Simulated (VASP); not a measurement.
Here is a VASP 6.6.1 calculation.

File INCAR:

```
PREC     = Accurate       # precision mode
ENCUT    = 520            # plane-wave cutoff, eV
EDIFF    = 1E-8           # SCF threshold, eV
ISMEAR   = -1             # smearing method
SIGMA    = 0.05           # smearing width, eV
LREAL    = False          # projectors in reciprocal space
LASPH    = True           # aspherical terms in the spheres
NELM     = 60             # most SCF steps
ALGO     = Normal         # electronic algorithm
ISIF     = 2              # what is computed and relaxed
LWAVE    = False          # write WAVECAR
LCHARG   = False          # write CHGCAR
GGA      = PE             # functional
LEFG     = True         
NBANDS   = 8              # bands
```

KPOINTS

```
regular mesh
0
Gamma
  14 14 14
```

POSCAR

```
Al
1.0
   -0.0607194000      1.9936203000      1.9936203000
    1.9936203000     -0.0607194000      1.9936203000
    1.9936203000      1.9936203000     -0.0607194000
Al
1
Direct
    0.0000000000      0.0000000000      0.0000000000
```

Potentials or basis: VASP PAW PBE potentials, release 64 (Al).

Launch:

```bash
$ cat potpaw_PBE.64/Al/POTCAR > POTCAR
$ mpirun -np 1 vasp_std > vasp.out
```

**Question.** Estimate the pressure.

**Answer.** -0.3 GPa.

Electric field gradients, principal values (V/Å²):
```csv
atom,least,middle,greatest (by size)
1 Al,2.110,2.110,-4.219
```

Caveat: the cell differs from its parent crystal (equal xy, yz and zx shear strains of -3 %); without QUAD_EFG the Cq values of the log hold for a quadrupole moment of 1 mb, not for the nuclei.
